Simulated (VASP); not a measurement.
# Al2Cu (Cmmm) in VASP: single point with PBEsol

Aim: the single point of Al2Cu with PBEsol.

Everything below comes from runs of VASP 6.6.1. Logs are shortened: lines on timing, memory, paths and dates and some standing lists are left out, and cuts for length are marked.

### 1 The cell of the first run

It takes space group Cmmm (No. 65, orthorhombic). Conventional cell: a = 5.693 Å, b = 8.168 Å, c = 4.084 Å, α = 90.00°, β = 90.00°, γ = 90.00°. Al (site symmetry m2m) has 4 Cu at 2.49 Å and 6 Al at 2.82 to 2.96 Å within 3.3 Å. Al (site symmetry mmm) has 4 Cu at 2.49 Å and 6 Al at 2.82 to 2.85 Å within 3.3 Å. Al (site symmetry mmm) has 4 Cu at 2.49 Å and 6 Al at 2.85 to 2.96 Å within 3.3 Å. Cu (site symmetry 2/m) has 8 Al at 2.49 Å and 2 Cu at 2.85 Å within 3.3 Å.

### 2 Single point, PBEsol (atoms displaced along a vibrational mode)

Input file INCAR:

```
  PREC = Accurate
  ENCUT = 520
  EDIFF = 1E-6
  ISMEAR = 0
  SIGMA = 0.15
  LREAL = F
  LASPH = T
  NELM = 80
  ALGO = Fast
  ISIF = 2
  LWAVE = F
  LCHARG = F
  GGA = PS
  NBANDS = 26
```

Input file KPOINTS:

```
regular mesh
0
Gamma
  12 10 10
```

Input file POSCAR:

```
Al2Cu
1.0
    4.0841721965      0.0000000000      0.0000000000
    0.0000000000      4.0841721965      2.8463947513
    0.0000000000     -4.0841721965      2.8463947513
Al Cu
4 2
Direct
    0.5000000000      0.7377576171      0.7622423829
    0.5000000000      0.2622423829      0.2377576171
    0.0000000000      0.5000000000      0.0000000000
    0.0000000000      0.0000000000      0.5000000000
    0.0000000000      0.0000000000      1.0000000000
    0.0000000000      0.5000000000      0.5000000000
```

Potentials or basis: VASP PAW PBE potentials, release 64 (Al, Cu).

Command:

```bash
> cat potpaw_PBE.64/Al/POTCAR potpaw_PBE.64/Cu/POTCAR > POTCAR
> mpirun -np 1 vasp_std > vasp.out
```

OUTCAR:

```text
PREC = Accurate
   ENCUT = 520
   EDIFF = 1E-6
   ISMEAR = 0
   LREAL = F
   LASPH = T
   NELM = 80
   ISIF = 2
   GGA = PS

 ion  position               nearest neighbor table
   1  0.500  0.738  0.762-   5 2.49   6 2.49   5 2.49   6 2.49   3 2.82   3 2.82   2 2.85   2 2.85
                             4 2.96   4 2.96
   2  0.500  0.262  0.238-   5 2.49   6 2.49   5 2.49   6 2.49   3 2.82   3 2.82   1 2.85   1 2.85
                             4 2.96   4 2.96
   3  0.000  0.500  0.000-   5 2.49   6 2.49   6 2.49   5 2.49   1 2.82   2 2.82   1 2.82   2 2.82
                             4 2.85   4 2.85
   4  0.000  0.000  0.500-   5 2.49   6 2.49   5 2.49   6 2.49   3 2.85   3 2.85   1 2.96   2 2.96
                             1 2.96   2 2.96
   5  0.000  0.000  0.000-   3 2.49   4 2.49   4 2.49   3 2.49   1 2.49   2 2.49   1 2.49   2 2.49

   6  0.000  0.500  0.500-   3 2.49   4 2.49   3 2.49   4 2.49   1 2.49   2 2.49   1 2.49   2 2.49

  LATTYP: Found a base centered orthorhombic cell.
 ALAT       =     5.6927895026
 B/A-ratio  =     1.4348579706
 C/A-ratio  =     0.7174289853

  Lattice vectors:

 A1 = (   0.0000000000,   4.0841721965,   2.8463947513)
 A2 = (   0.0000000000,  -4.0841721965,   2.8463947513)
 A3 = (   4.0841721965,   0.0000000000,   0.0000000000)

Analysis of symmetry for initial positions (statically):
=====================================================================
 Subroutine PRICEL returns:
 Original cell was already a primitive cell.

 Routine SETGRP: Setting up the symmetry group for a
 base centered orthorhombic supercell.

 Subroutine GETGRP returns: Found  8 space group operations
 (whereof  4 operations were pure point group operations)
 out of a pool of  8 trial point group operations.

The static configuration has the point symmetry C_2h.
 The point group associated with its full space group is D_2h.

Analysis of symmetry for dynamics (positions and initial velocities):
=====================================================================
 Subroutine PRICEL returns:
 Original cell was already a primitive cell.

 Routine SETGRP: Setting up the symmetry group for a
 base centered orthorhombic supercell.

 Subroutine GETGRP returns: Found  8 space group operations
 (whereof  4 operations were pure point group operations)
 out of a pool of  8 trial point group operations.

The dynamic configuration has the point symmetry C_2h.
 The point group associated with its full space group is D_2h.

 Subroutine INISYM returns: Found  8 space group operations
 (whereof  4 operations are pure point group operations),
 and found     1 'primitive' translations

----------------------------------------------------------------------------------------

                                     Primitive cell

  volume of cell :      94.9584

  direct lattice vectors                    reciprocal lattice vectors
     4.084172196  0.000000000  0.000000000     0.244847659  0.000000000  0.000000000
     0.000000000  4.084172196  2.846394751     0.000000000  0.122423829  0.175660807
     0.000000000 -4.084172196  2.846394751     0.000000000 -0.122423829  0.175660807

  length of vectors
     4.084172196  4.978195015  4.978195015     0.244847659  0.214112852  0.214112852

  position of ions in fractional coordinates (direct lattice)
     0.500000000  0.737757617  0.762242383
     0.500000000  0.262242383  0.237757617
     0.000000000  0.500000000  0.000000000
     0.000000000  0.000000000  0.500000000
     0.000000000  0.000000000  0.000000000
     0.000000000  0.500000000  0.500000000

  ion indices of the primitive-cell ions
   primitive index   ion index
                 1           1
                 2           2
                 3           3
                 4           4
                 5           5
                 6           6

----------------------------------------------------------------------------------------

 KPOINTS: regular mesh

Automatic generation of k-mesh.
 Grid dimensions read from file:
 generate k-points for:   12   10   10

 Generating k-lattice:

  Cartesian coordinates                     Fractional coordinates (reciprocal lattice)
     0.020403972  0.000000000  0.000000000     0.083333333  0.000000000  0.000000000
     0.000000000  0.012242383  0.017566081     0.000000000  0.100000000  0.000000000
     0.000000000 -0.012242383  0.017566081     0.000000000  0.000000000  0.100000000

  Length of vectors
     0.020403972  0.021411285  0.021411285

  Shift w.r.t. Gamma in fractional coordinates (k-lattice)
     0.000000000  0.000000000  0.000000000

 Subroutine IBZKPT returns following result:
 ===========================================

 Found    217 irreducible k-points:

 Following reciprocal coordinates:
            Coordinates               Weight
  0.000000  0.000000  0.000000      1.000000
  0.083333  0.000000  0.000000      2.000000
  0.166667  0.000000  0.000000      2.000000
  0.250000  0.000000  0.000000      2.000000
  0.333333  0.000000  0.000000      2.000000
  0.416667  0.000000  0.000000      2.000000
[... 16 lines left out ...]
  0.083333  0.300000 -0.000000      8.000000
  0.166667  0.300000 -0.000000      8.000000
 [... further k-points ...]
   k-points           NKPTS =    217   k-points in BZ     NKDIM =    217   number of bands    NBANDS=     26
   number of dos      NEDOS =    301   number of ions     NIONS =      6
   total plane-waves  NPLWV =  48000
   dimension x,y,z NGX =    30 NGY =   40 NGZ =   40
   dimension x,y,z NGXF=    60 NGYF=   80 NGZF=   80
   ions per type =               4   2
   NGX,Y,Z   is equivalent  to a cutoff of  12.21, 13.36, 13.36 a.u.
   NGXF,Y,Z  is equivalent  to a cutoff of  24.42, 26.72, 26.72 a.u.
 SYSTEM =  unknown system
   PREC   = accura    normal or accurate (medium, high low for compatibility)
   ISTART =      0    job   : 0-new  1-cont  2-samecut
   ICHARG =      2    charge: 1-file 2-atom 10-const
   ISPIN  =      1    spin polarized calculation?
   LNONCOLLINEAR =      F non collinear calculations
   LSORBIT =      F    spin-orbit coupling
   LASPH  =      T    aspherical Exc in radial PAW
   ENCUT  =  520.0 eV  38.22 Ry    6.18 a.u.   7.59  9.26  9.26*2*pi/ulx,y,z
   NELM   =     80;   NELMIN=  2; NELMDL= -5     # of ELM steps
   EDIFF  = 0.1E-05   stopping-criterion for ELM
   LREAL  =      F    real-space projection
   EDIFFG = 0.1E-04   stopping-criterion for IOM
   NSW    =      0    number of steps for IOM
   IBRION =     -1    ionic relax: 0-MD 1-quasi-New 2-CG
   NFREE  =      0    steps in history (QN), initial steepest desc. (CG)
   ISIF   =      2    stress and relaxation
   ISYM   =      2    0-nonsym 1-usesym 2-fastsym
   POTIM  = 0.5000    time-step for ionic-motion
   TEBEG  =    0.0;   TEEND  =   0.0 temperature during run
   PSTRESS=    0.0 pullay stress
   NELECT =      34.0000    total number of electrons
   NUPDOWN=      -1.0000    fix difference up-down
   EMIN   =  10.00;   EMAX   =-10.00  energy-range for DOS
   EFERMI =   0.00;   METHOD = LEGACY
   ISMEAR =     0;   SIGMA  =   0.15  broadening in eV -4-tet -1-fermi 0-gaus
   EFERMI_NEDOS =   21; number of points for ismear=-14 and -15
   IALGO  =     68    algorithm
   IMIX   =      4    mixing-type and parameters
     AMIX     =   0.40;   BMIX     =  1.00
     AMIX_MAG =   1.60;   BMIX_MAG =  1.00
  volume/ion in A,a.u.               =      15.83       106.80
  Fermi-wavevector in a.u.,A,eV,Ry     =   1.162492  2.196792 18.386753  1.351388
  Thomas-Fermi vector in A             =   2.299053
   LORBIT       =      0    0 simple, 1 ext, 2 COOP (PROOUT), +10 PAW based schemes
   GGA     = PS    functional components
   LHFCALC =     F    Hartree Fock is set to
   AEXX    =    0.0000 exact exchange contribution
   IVDW    =     0    specifies the selected vdW correction
   LEPSILON=     F    determine dielectric tensor
   LRPA    =     F    only Hartree local field effects (RPA)
 non-spin polarized calculation
 RMM-DIIS sequential band-by-band and
 Gauss-broadening in eV      SIGMA  =   0.15
  energy-cutoff  :      520.00
  volume of cell :       94.96
 maximum number of plane-waves:      2577
   NGX = 15   NGY = 19   NGZ = 19

 number of electron      34.0000013 magnetization

 Free energy of the ion-electron system (eV)
  ---------------------------------------------------
  ext. energy  EPLUGINS =         0.00000000
  ---------------------------------------------------
  free energy    TOTEN  =       -25.13794647 eV

  energy without entropy =      -25.11838959  energy(sigma->0) =      -25.12816803

 E-fermi :   7.3281     XC(G=0): -10.5925

 val. band max:        7.3218925415   @ k =   0.4167   0.5000   0.1000
 cond. band min:       7.3319516486   @ k =   0.0000   0.4000   0.3000
 fundamental gap:      0.0100591071
 Fermi energy:         7.3280605544

 k-point     1 :       0.0000    0.0000    0.0000
  band No.  band energies     occupation
      1      -3.3748      2.00000
      2       1.3604      2.00000
      3       1.7915      2.00000
      4       2.0905      2.00000
      5       2.2433      2.00000
      6       2.2948      2.00000
[... 18 lines left out ...]
     25      13.4999      0.00000
     26      13.5439      0.00000

 k-point     2 :       0.0833    0.0000    0.0000
  band No.  band energies     occupation
      1      -3.3157      2.00000
      2       1.3791      2.00000
      3       1.7603      2.00000
      4       2.0840      2.00000
      5       2.1427      2.00000
      6       2.2802      2.00000
[... 18 lines left out ...]
     25      12.9795      0.00000
     26      13.4817      0.00000

 k-point     3 :       0.1667    0.0000    0.0000
  band No.  band energies     occupation
      1      -3.1401      2.00000
      2       1.4309      2.00000
      3       1.6071      2.00000
      4       1.9291      2.00000
      5       2.2426      2.00000
      6       2.2940      2.00000
[... 572 lines left out ...]
 k-point    23 :       0.0833    0.3000   -0.0000
  band No.  band energies     occupation
      1      -2.7073      2.00000
      2      -0.1553      2.00000
      3       1.5606      2.00000
      4       1.8000      2.00000
      5       2.3604      2.00000
      6       2.3908      2.00000
[... 18 lines left out ...]
     25      13.0711      0.00000
     26      13.7214      0.00000

 k-point    24 :       0.1667    0.3000   -0.0000
  band No.  band energies     occupation
      1      -2.5326      2.00000
      2       0.0018      2.00000
      3       1.6189      2.00000
      4       1.7423      2.00000
      5       2.3233      2.00000
      6       2.3337      2.00000
[... 18 lines left out ...]
     25      12.5348      0.00000
     26      14.2240      0.00000

 [... further k-points ...]

------------------------ aborting loop because EDIFF is reached ----------------------------------------

  FORCE on cell =-STRESS in cart. coord.  units (eV):
  Direction    XX          YY          ZZ          XY          YZ          ZX
  --------------------------------------------------------------------------------------
  -------------------------------------------------------------------------------------
  Total        0.6378381      0.3493650     -0.1453509      0.0000000     -0.0000000      0.0000000
  in kB       10.7618715      5.8946337     -2.4524218      0.0000000     -0.0000000      0.0000000
  external PRESSURE =       4.7346945 kB  Pullay stress =       0.0000000 kB

 VOLUME and BASIS-vectors are now :
 -----------------------------------------------------------------------------
  energy-cutoff  :      520.00
  volume of cell :       94.96
      direct lattice vectors                 reciprocal lattice vectors
     4.084172196  0.000000000  0.000000000     0.244847659  0.000000000  0.000000000
     0.000000000  4.084172196  2.846394751     0.000000000  0.122423829  0.175660807
     0.000000000 -4.084172196  2.846394751     0.000000000 -0.122423829  0.175660807

 POSITION                                       TOTAL-FORCE (eV/Angst)
 -----------------------------------------------------------------------------------
      2.04209     -0.10000      4.26959         0.000000      0.049240     -0.000000
      2.04209      0.10000      1.42320         0.000000     -0.049240     -0.000000
      0.00000      2.04209      1.42320         0.000000     -0.000000     -0.000000
      0.00000     -2.04209      1.42320         0.000000      0.000000     -0.000000
      0.00000      0.00000      0.00000         0.000000     -0.000000     -0.000000
      0.00000      0.00000      2.84639         0.000000     -0.000000      0.000000
 -----------------------------------------------------------------------------------
    total drift:                                0.000000      0.000000     -0.000000

  FREE ENERGIE OF THE ION-ELECTRON SYSTEM (eV)
  ---------------------------------------------------
  free  energy   TOTEN  =       -25.1379464730 eV

  energy  without entropy=      -25.1183895936  energy(sigma->0) =      -25.12816803
```

Wall time 8.4 min (1 thread of Intel Xeon Platinum 8488C (Sapphire Rapids), shared host); peak memory 0.54 GiB.

What came out:

```
Free energy            : -25.1379 eV
Pressure               : 0.5 GPa
Largest force          : 0.049 eV/Å
Band gap on the k mesh : zero (bands 17 and 18 overlap by 3.23 eV)
```

Forces on the atoms (eV/Å):
```
Al   0.000  0.049  0.000
Al   0.000 -0.049  0.000
Al   0.000  0.000  0.000
Al   0.000  0.000  0.000
Cu   0.000  0.000  0.000
Cu   0.000  0.000  0.000
```

Stress tensor (GPa, compression positive):
```
 1.08  0.00  0.00
 0.00  0.59  0.00
 0.00  0.00 -0.25
```

Caveat: the cell differs from its parent crystal (atoms displaced along a vibrational mode); the PAW data sets were made with another functional, which shifts forces and pressure a little.
